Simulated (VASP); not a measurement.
## BeGa3: single point with PBE

Crystal: BeGa3.

```xyz
4
Lattice="-2.0523 2.3015 3.7646 2.3015 -2.0523 3.7646 2.0028 2.0028 -3.6303" Properties=species:S:1:pos:R:3 pbc="T T T"
Be   -0.0791   -0.0791   -0.0838
Ga    0.0971    2.3561    1.9938
Ga    2.3561    0.0971    1.9938
Ga    0.0024    0.0024    3.7595
```

This cell differs from its parent crystal: strained and its atoms moved.

```yaml
Program: VASP 6.6.1
Task: single point
Functional: PBE
Potentials_or_basis: VASP PAW PBE potentials, release 64 (Be, Ga_d)
Cutoff: 520 eV
k_mesh: 10 × 10 × 12
Occupations: gaussian, width 0.1 eV
Spin: no spin polarisation
```

```yaml
Pressure: -3.4 GPa
Largest_force: 0.426 eV/Å
```

Forces in eV/Å, atoms in the order of the input:
```
Be  -0.072 -0.072 -0.057
Ga  -0.151 -0.076  0.005
Ga  -0.076 -0.151  0.005
Ga   0.299  0.299  0.048
```

Stress tensor (GPa, compression positive):
```
-4.67 -0.72  0.70
-0.72 -4.67  0.70
 0.70  0.70 -0.91
```

Levels at points of the mesh, in eV from the Fermi level:
| k point | band 17 | band 18 | band 19 | band 20 | band 21 | band 22 | band 23 | band 24 | band 25 | band 26 |
| --- | --- | --- | --- | --- | --- | --- | --- | --- | --- | --- |
| (0.00, 0.00, 0.00) | -1.69 | -1.24 | -0.92 | -0.55 | -0.34 | 0.47 | 0.55 | 1.64 | 1.88 | 2.05 |
| (0.50, 0.00, 0.00) | -7.89 | -2.57 | -1.89 | -0.30 | -0.15 | 0.66 | 1.28 | 3.92 | 4.43 | 5.38 |
| (0.50, 0.50, 0.00) | -6.78 | -5.09 | -4.01 | -3.26 | -2.13 | 3.13 | 3.33 | 4.15 | 4.87 | 7.66 |
| (0.00, 0.00, 0.50) | -6.10 | -4.86 | -3.94 | -3.72 | -2.91 | 1.94 | 3.61 | 4.95 | 5.73 | 6.73 |
| (0.50, 0.00, 0.50) | -7.45 | -3.52 | -2.78 | -0.12 | -0.10 | 0.16 | 0.62 | 4.09 | 4.96 | 6.13 |
| (0.50, 0.50, 0.50) | -7.72 | -3.37 | -2.89 | -2.28 | -1.14 | 4.85 | 5.25 | 5.81 | 6.09 | 6.71 |

It took 3.2 min on 1 thread of Intel(R) Xeon(R) 6975P-C (Granite Rapids), with other jobs on the host, peak memory 0.6 GiB.

Caveat: the cell differs from its parent crystal (strained and its atoms moved).
